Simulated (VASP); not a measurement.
Wanted: the native input for a VASP 6.6.1 run.

| Item | Value |
| --- | --- |
| Task | single point |
| Functional | PBE |
| Potentials or basis | VASP PAW PBE potentials, release 64 (Ta_pv) |
| Cutoff | 520 eV |
| k mesh | 20 × 20 × 10 |
| Occupations | fermi-dirac, width 0.1 eV |
| Spin | no spin polarisation |
| Dipole correction | no |
| Further INCAR settings | ALGO = Normal; EDIFF = 1e-07; NBANDS = 18 |

The structure of Ta lies in POSCAR:

```
Ta
1.0
    2.8192350004      0.0000000000      0.0000000000
   -1.4096175002      2.4415291296      0.0000000000
    0.0000000000      0.0000000000      5.0096852509
Ta
2
Direct
    0.3333333333      0.6666666667      0.2500000000
    0.6666666667      0.3333333333      0.7500000000
```

This cell differs from its parent crystal: volume scaled by 0.92.

The input as run:

INCAR

```
ALGO     = Normal         # electronic algorithm
EDIFF    = 1E-7           # SCF threshold, eV
ENCUT    = 520            # plane-wave cutoff, eV
GGA      = PE             # functional
ISIF     = 2              # what is computed and relaxed
ISMEAR   = -1             # smearing method
LASPH    = T              # aspherical terms in the spheres
LCHARG   = T              # write CHGCAR
LELF     = T              # ELF
LREAL    = F              # projectors in reciprocal space
LVHAR    = T            
LWAVE    = F              # write WAVECAR
NBANDS   = 18             # bands
NELM     = 60             # most SCF steps
PREC     = Accurate       # precision mode
SIGMA    = 0.1            # smearing width, eV
```

KPOINTS

```
k-points
0
Gamma
  20 20 10
```

Potentials or basis: VASP PAW PBE potentials, release 64 (Ta_pv).

The run is started by

```bash
$ cat potpaw_PBE.64/Ta_pv/POTCAR > POTCAR
$ mpirun -np 1 vasp_std > vasp.out
```

Results of the run:

```
Pressure               : 18.8 GPa
Band gap on the k mesh : zero (band 11 reaches 8.11 eV, above the bottom of band 12 at 5.50 eV)
```

Caveat: spin-orbit coupling is left out, which moves the levels of the heavy elements.

Wall time 3.1 min on 1 thread of Intel Xeon 8259CL, on a shared host, peak memory 0.26 GiB.
